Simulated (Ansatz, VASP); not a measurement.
SrTiO3 in VASP and in Ansatz

```
CELL_PARAMETERS angstrom
-2.75550 2.75550 3.85902
2.75550 -2.75550 3.85902
2.75550 2.75550 -3.85902
ATOMIC_POSITIONS crystal
Sr 0.75000 0.25000 0.50000
Sr 0.25000 0.75000 0.50000
Ti 0.00000 0.00000 0.00000
Ti 0.50000 0.50000 0.00000
O 0.25000 0.25000 0.00000
O 0.75000 0.75000 0.00000
O 0.72832 0.22832 0.95665
O 0.22832 0.27168 0.50000
O 0.27168 0.77168 0.04335
O 0.77168 0.72832 0.50000
```

Change from the starting cell: z stretched by -1 %, ions relaxed.

Alike in both runs: functional PBE; k mesh 8 × 8 × 8; occupations fermi-dirac, width 0.02 eV; no spin polarisation.

Ansatz relaxed the structure, and its values are those at the end. VASP's run is a single point on that final structure, the one shown.

```csv
,VASP,Ansatz
version,VASP 6.6.1,Ansatz 0.2.0
potentials or method,"VASP PAW PBE potentials, release 64 (Sr_sv, Ti_sv, O)","plane-wave PAW, scalar-relativistic"
plane-wave cutoff (eV),600,420
valence electrons in the cell,80,80
```

|  | VASP | Ansatz | Ansatz less VASP |
| --- | --- | --- | --- |
| gap on the k mesh at the Fermi level (eV) | 1.96 | 1.99 | +0.031 |
| pressure (GPa) | 7.7 | 7.2 | -0.49 |

Ansatz's warnings: stress scf threshold loose.
